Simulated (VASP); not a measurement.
# VRe (Cmmm) in VASP: a series of runs

The runs below take VRe through single point, relaxation of shape and atoms at fixed volume, with LDA.

Everything below comes from runs of VASP 6.6.1. Logs are shortened: lines on timing, memory, paths and dates and some standing lists are left out, and cuts for length are marked.

**1. The cell of the first run**

It takes space group Cmmm (No. 65, orthorhombic). The conventional cell has a = 2.770 Å, b = 3.980 Å, c = 3.813 Å, α = 90.00°, β = 90.00°, γ = 90.00°. Within 3.1 Å of V (site symmetry mmm) lie 8 Re at 2.36 to 2.76 Å and 6 V at 2.42 to 2.77 Å. Re (site symmetry mmm) has 8 V at 2.36 to 2.76 Å and 6 Re at 2.42 to 2.77 Å within 3.1 Å.

**2. Single point, LDA**

File INCAR:

```
PREC = Accurate ; ENCUT = 560
EDIFF = 1E-6 ; ISMEAR = -1
SIGMA = 0.05 ; LREAL = F
LASPH = T ; NELM = 120
ALGO = Normal ; ISIF = 2
LWAVE = F ; LCHARG = F
NBANDS = 21 ; GGA_COMPAT = F
```

File KPOINTS:

```
Automatic mesh
0
Gamma
  14 14 9
```

File POSCAR:

```
VRe
1.0
    1.3848214486     -1.9901959528      0.0000000000
    1.3848214486      1.9901959528      0.0000000000
    0.0000000000      0.0000000000      3.8134853281
V Re
1 1
Direct
    0.5000000000      0.5000000000      0.5000000000
    0.0000000000      0.0000000000      0.0000000000
```

Potentials or basis: VASP PAW LDA potentials, release 64 (V_sv, Re_sv_GW).

Command:

```sh
> cat potpaw_LDA.64/V_sv/POTCAR potpaw_LDA.64/Re_sv_GW/POTCAR > POTCAR
> mpirun -np 1 vasp_std > vasp.out
```

OUTCAR:

```text
PREC = Accurate
   ENCUT = 560
   EDIFF = 1E-6
   ISMEAR = -1
   LREAL = F
   LASPH = T
   NELM = 120
   ISIF = 2

 ion  position               nearest neighbor table
   1  0.500  0.500  0.500-   2 2.36   2 2.36   2 2.36   2 2.36   2 2.76   2 2.76   2 2.76   2 2.76

   2  0.000  0.000  0.000-   1 2.36   1 2.36   1 2.36   1 2.36   1 2.76   1 2.76   1 2.76   1 2.76

  LATTYP: Found a base centered orthorhombic cell.
 ALAT       =     2.7696428972
 B/A-ratio  =     1.4371498613
 C/A-ratio  =     1.3768870102

  Lattice vectors:

 A1 = (   1.3848214486,  -1.9901959528,   0.0000000000)
 A2 = (   1.3848214486,   1.9901959528,   0.0000000000)
 A3 = (   0.0000000000,   0.0000000000,   3.8134853281)

Analysis of symmetry for initial positions (statically):
=====================================================================
 Subroutine PRICEL returns:
 Original cell was already a primitive cell.

 Routine SETGRP: Setting up the symmetry group for a
 base centered orthorhombic supercell.

 Subroutine GETGRP returns: Found  8 space group operations
 (whereof  8 operations were pure point group operations)
 out of a pool of  8 trial point group operations.

The static configuration has the point symmetry D_2h.

Analysis of symmetry for dynamics (positions and initial velocities):
=====================================================================
 Subroutine PRICEL returns:
 Original cell was already a primitive cell.

 Routine SETGRP: Setting up the symmetry group for a
 base centered orthorhombic supercell.

 Subroutine GETGRP returns: Found  8 space group operations
 (whereof  8 operations were pure point group operations)
 out of a pool of  8 trial point group operations.

The dynamic configuration has the point symmetry D_2h.

 Subroutine INISYM returns: Found  8 space group operations
 (whereof  8 operations are pure point group operations),
 and found     1 'primitive' translations

----------------------------------------------------------------------------------------

                                     Primitive cell

  volume of cell :      21.0204

  direct lattice vectors                    reciprocal lattice vectors
     1.384821449 -1.990195953  0.000000000     0.361057377 -0.251231543  0.000000000
     1.384821449  1.990195953  0.000000000     0.361057377  0.251231543  0.000000000
     0.000000000  0.000000000  3.813485328     0.000000000  0.000000000  0.262227310

  length of vectors
     2.424584578  2.424584578  3.813485328     0.439863294  0.439863294  0.262227310

  position of ions in fractional coordinates (direct lattice)
     0.500000000  0.500000000  0.500000000
     0.000000000  0.000000000  0.000000000

  ion indices of the primitive-cell ions
   primitive index   ion index
                 1           1
                 2           2

----------------------------------------------------------------------------------------

 KPOINTS: Automatic mesh

Automatic generation of k-mesh.
 Grid dimensions read from file:
 generate k-points for:   14   14    9

 Generating k-lattice:

  Cartesian coordinates                     Fractional coordinates (reciprocal lattice)
     0.025789813 -0.017945110  0.000000000     0.071428571  0.000000000  0.000000000
     0.025789813  0.017945110  0.000000000     0.000000000  0.071428571  0.000000000
     0.000000000  0.000000000  0.029136368     0.000000000  0.000000000  0.111111111

  Length of vectors
     0.031418807  0.031418807  0.029136368

  Shift w.r.t. Gamma in fractional coordinates (k-lattice)
     0.000000000  0.000000000  0.000000000

 Subroutine IBZKPT returns following result:
 ===========================================

 Found    285 irreducible k-points:

 Following reciprocal coordinates:
            Coordinates               Weight
  0.000000  0.000000  0.000000      1.000000
  0.071429  0.000000  0.000000      4.000000
  0.142857  0.000000  0.000000      4.000000
  0.214286  0.000000  0.000000      4.000000
  0.285714  0.000000  0.000000      4.000000
  0.357143  0.000000  0.000000      4.000000
[... 16 lines left out ...]
  0.214286  0.142857  0.000000      4.000000
  0.285714  0.142857  0.000000      4.000000
 [... further k-points ...]
   k-points           NKPTS =    285   k-points in BZ     NKDIM =    285   number of bands    NBANDS=     21
   number of dos      NEDOS =    301   number of ions     NIONS =      2
   total plane-waves  NPLWV =  12000
   dimension x,y,z NGX =    20 NGY =   20 NGZ =   30
   dimension x,y,z NGXF=    40 NGYF=   40 NGZF=   60
   ions per type =               1   1
   NGX,Y,Z   is equivalent  to a cutoff of  13.71, 13.71, 13.08 a.u.
   NGXF,Y,Z  is equivalent  to a cutoff of  27.43, 27.43, 26.16 a.u.
 SYSTEM =  unknown system
   PREC   = accura    normal or accurate (medium, high low for compatibility)
   ISTART =      0    job   : 0-new  1-cont  2-samecut
   ICHARG =      2    charge: 1-file 2-atom 10-const
   ISPIN  =      1    spin polarized calculation?
   LNONCOLLINEAR =      F non collinear calculations
   LSORBIT =      F    spin-orbit coupling
   LASPH  =      T    aspherical Exc in radial PAW
   ENCUT  =  560.0 eV  41.16 Ry    6.42 a.u.   4.68  4.68  7.36*2*pi/ulx,y,z
   NELM   =    120;   NELMIN=  2; NELMDL= -5     # of ELM steps
   EDIFF  = 0.1E-05   stopping-criterion for ELM
   LREAL  =      F    real-space projection
   EDIFFG = 0.1E-04   stopping-criterion for IOM
   NSW    =      0    number of steps for IOM
   IBRION =     -1    ionic relax: 0-MD 1-quasi-New 2-CG
   NFREE  =      0    steps in history (QN), initial steepest desc. (CG)
   ISIF   =      2    stress and relaxation
   ISYM   =      2    0-nonsym 1-usesym 2-fastsym
   POTIM  = 0.5000    time-step for ionic-motion
   TEBEG  =    0.0;   TEEND  =   0.0 temperature during run
   PSTRESS=    0.0 pullay stress
   NELECT =      28.0000    total number of electrons
   NUPDOWN=      -1.0000    fix difference up-down
   EMIN   =  10.00;   EMAX   =-10.00  energy-range for DOS
   EFERMI =   0.00;   METHOD = LEGACY
   ISMEAR =    -1;   SIGMA  =   0.05  broadening in eV -4-tet -1-fermi 0-gaus
   EFERMI_NEDOS =   21; number of points for ismear=-14 and -15
   IALGO  =     38    algorithm
   IMIX   =      4    mixing-type and parameters
     AMIX     =   0.40;   BMIX     =  1.00
     AMIX_MAG =   1.60;   BMIX_MAG =  1.00
  volume/ion in A,a.u.               =      10.51        70.93
  Fermi-wavevector in a.u.,A,eV,Ry     =   1.801276  3.403918 44.145401  3.244595
  Thomas-Fermi vector in A             =   2.861831
   LORBIT       =      0    0 simple, 1 ext, 2 COOP (PROOUT), +10 PAW based schemes
   GGA     = CA    functional components
   LHFCALC =     F    Hartree Fock is set to
   AEXX    =    0.0000 exact exchange contribution
   IVDW    =     0    specifies the selected vdW correction
   LEPSILON=     F    determine dielectric tensor
   LRPA    =     F    only Hartree local field effects (RPA)
 non-spin polarized calculation
  energy-cutoff  :      560.00
  volume of cell :       21.02
 maximum number of plane-waves:       646
   NGX =  9   NGY =  9   NGZ = 15

 number of electron      27.9999994 magnetization

 Free energy of the ion-electron system (eV)
  ---------------------------------------------------
  ext. energy  EPLUGINS =         0.00000000
  ---------------------------------------------------
  free energy    TOTEN  =       -23.83086399 eV

  energy without entropy =      -23.82079342  energy(sigma->0) =      -23.82582871

 E-fermi :  16.9258     XC(G=0): -15.6343

 val. band max:       16.9239629580   @ k =  -0.4286   0.4286   0.4444
 cond. band min:      16.9312740875   @ k =   0.3571   0.0000   0.4444
 fundamental gap:      0.0073111295
 Fermi energy:        16.9258145770

 k-point     1 :       0.0000    0.0000    0.0000
  band No.  band energies     occupation
      1     -63.2328      2.00000
      2     -46.5351      2.00000
      3     -25.9134      2.00000
      4     -24.6341      2.00000
      5     -24.1333      2.00000
      6     -20.6177      2.00000
[... 13 lines left out ...]
     20      23.2603      0.00000
     21      30.2869      0.00000

 k-point     2 :       0.0714    0.0000    0.0000
  band No.  band energies     occupation
      1     -63.2212      2.00000
      2     -46.5240      2.00000
      3     -25.8841      2.00000
      4     -24.7020      2.00000
      5     -24.1958      2.00000
      6     -20.6307      2.00000
[... 13 lines left out ...]
     20      23.8077      0.00000
     21      30.7722      0.00000

 k-point     3 :       0.1429    0.0000    0.0000
  band No.  band energies     occupation
      1     -63.1890      2.00000
      2     -46.4926      2.00000
      3     -25.8015      2.00000
      4     -24.9512      2.00000
      5     -24.3045      2.00000
      6     -20.6685      2.00000
[... 13 lines left out ...]
     20      25.2302      0.00000
     21      31.5665      0.00000

 k-point     4 :       0.2143    0.0000    0.0000
  band No.  band energies     occupation
      1     -63.1421      2.00000
      2     -46.4469      2.00000
      3     -25.6781      2.00000
      4     -25.3758      2.00000
      5     -24.3765      2.00000
      6     -20.7267      2.00000
[... 13 lines left out ...]
     20      26.9993      0.00000
     21      31.0044      0.00000

 k-point     5 :       0.2857    0.0000    0.0000
  band No.  band energies     occupation
      1     -63.0894      2.00000
      2     -46.3958      2.00000
      3     -25.8566      2.00000
      4     -25.5351      2.00000
      5     -24.4208      2.00000
      6     -20.9271      2.00000
[... 13 lines left out ...]
     20      28.7781      0.00000
     21      30.2198      0.00000
[... 382 lines left out ...]
     20      23.2008      0.00000
     21      31.3066      0.00000

 k-point    22 :       0.1429    0.1429    0.0000
  band No.  band energies     occupation
      1     -63.1348      2.00000
      2     -46.4404      2.00000
      3     -25.6213      2.00000
      4     -25.2385      2.00000
      5     -24.6424      2.00000
      6     -20.7942      2.00000
[... 13 lines left out ...]
     20      27.5808      0.00000
     21      30.8812      0.00000

 k-point    23 :       0.2143    0.1429    0.0000
  band No.  band energies     occupation
      1     -63.0876      2.00000
      2     -46.3945      2.00000
      3     -25.5462      2.00000
      4     -25.4916      2.00000
      5     -24.8300      2.00000
      6     -20.8579      2.00000
[... 13 lines left out ...]
     20      29.0058      0.00000
     21      30.2859      0.00000

 k-point    24 :       0.2857    0.1429    0.0000
  band No.  band energies     occupation
      1     -63.0382      2.00000
      2     -46.3464      2.00000
      3     -25.9455      2.00000
      4     -25.3669      2.00000
      5     -24.9088      2.00000
      6     -21.0116      2.00000
[... 13 lines left out ...]
     20      29.4567      0.00000
     21      30.4044      0.00000

 [... further k-points ...]

------------------------ aborting loop because EDIFF is reached ----------------------------------------

  FORCE on cell =-STRESS in cart. coord.  units (eV):
  Direction    XX          YY          ZZ          XY          YZ          ZX
  --------------------------------------------------------------------------------------
  -------------------------------------------------------------------------------------
  Total       17.3928241     17.3912555     17.3700932      0.0000000      0.0000000      0.0000000
  in kB     1325.6808765   1325.5613156   1323.9483276      0.0000000      0.0000000      0.0000000
  external PRESSURE =    1325.0635065 kB  Pullay stress =       0.0000000 kB

 VOLUME and BASIS-vectors are now :
 -----------------------------------------------------------------------------
  energy-cutoff  :      560.00
  volume of cell :       21.02
      direct lattice vectors                 reciprocal lattice vectors
     1.384821449 -1.990195953  0.000000000     0.361057377 -0.251231543  0.000000000
     1.384821449  1.990195953  0.000000000     0.361057377  0.251231543  0.000000000
     0.000000000  0.000000000  3.813485328     0.000000000  0.000000000  0.262227310

 POSITION                                       TOTAL-FORCE (eV/Angst)
 -----------------------------------------------------------------------------------
      1.38482      0.00000      1.90674         0.000000      0.000000      0.000000
      0.00000      0.00000      0.00000        -0.000000     -0.000000      0.000000
 -----------------------------------------------------------------------------------
    total drift:                                0.000000      0.000000      0.000000

  FREE ENERGIE OF THE ION-ELECTRON SYSTEM (eV)
  ---------------------------------------------------
  free  energy   TOTEN  =       -23.8308639857 eV

  energy  without entropy=      -23.8207934250  energy(sigma->0) =      -23.82582871
```

Wall time 1.8 min (1 thread of Intel Xeon Platinum 8259CL at 2.50GHz (Skylake/Cascade Lake), shared host); peak memory 0.26 GiB.

Results:

```yaml
Free_energy: -23.8309 eV
Pressure: 132.5 GPa
Band_gap_on_the_k_mesh: zero (bands 14 and 15 overlap by 3.74 eV)
```

Stress tensor (GPa, compression positive):
```
132.57   0.00   0.00
  0.00 132.56   0.00
  0.00   0.00 132.39
```

Levels at points of the mesh, in eV from the Fermi level:
| k point | band 12 | band 13 | band 14 | band 15 | band 16 | band 17 |
| --- | --- | --- | --- | --- | --- | --- |
| (0.00, 0.00, 0.00) | -2.31 | -1.89 | -0.91 | 1.89 | 1.91 | 2.08 |
| (0.50, 0.00, 0.00) | -3.32 | -2.55 | -1.53 | 1.29 | 1.42 | 2.87 |
| (0.50, 0.50, 0.00) | -5.00 | 1.66 | 2.38 | 3.20 | 4.08 | 5.02 |

Caveat: the cell stands under pressure; spin-orbit coupling is left out, which moves the levels of the heavy elements.

**3. Relaxation of shape and atoms at fixed volume, LDA**

This run uses another cell than the first one, of 5.61 Å³/atom.

File INCAR:

```
SYSTEM = VRe
PREC = Accurate
ENCUT = 560
EDIFF = 1E-7
ISMEAR = -1
SIGMA = 0.05
LREAL = .FALSE.
LASPH = .TRUE.
NELM = 120
ALGO = Normal
ISIF = 4
LWAVE = .FALSE.
LCHARG = .FALSE.
IBRION = 2
NSW = 50
EDIFFG = -0.01
GGA_COMPAT = .FALSE.
NELMIN = 4
```

File KPOINTS:

```
Automatic mesh
0
G
  14 14 9
  0 0 0
```

File POSCAR:

```
VRe
1.0
    1.1161485548     -1.6111507568      0.0000000000
    1.1161485548      1.6111507568      0.0000000000
    0.0000000000      0.0000000000      3.1171108512
V Re
1 1
Direct
    0.5000000000      0.5000000000      0.5000000000
    0.0000000000      0.0000000000      0.0000000000
```

Potentials or basis: VASP PAW LDA potentials, release 64 (V_sv, Re_sv_GW).

Command:

```sh
> cat potpaw_LDA.64/V_sv/POTCAR potpaw_LDA.64/Re_sv_GW/POTCAR > POTCAR
> mpirun -np 1 vasp_std > vasp.out
```

Run time: 7.4 min. Hardware: 1 thread of Intel Xeon Platinum 8375C at 2.90GHz (Ice Lake), shared host; peak memory 0.21 GiB.

The run converged, but its numbers aren't listed here, since they failed a check.

Caveat: atoms lie so close that the PAW spheres overlap strongly, which falsifies energies and pressures; a cell axis changed by over 15 % at a fixed basis, so the end point is rough; spin-orbit coupling is left out, which moves the levels of the heavy elements.

(Part 1 of 2 ends here.)

The gap in the log of VASP goes by the Fermi energy; the results here count the filled bands.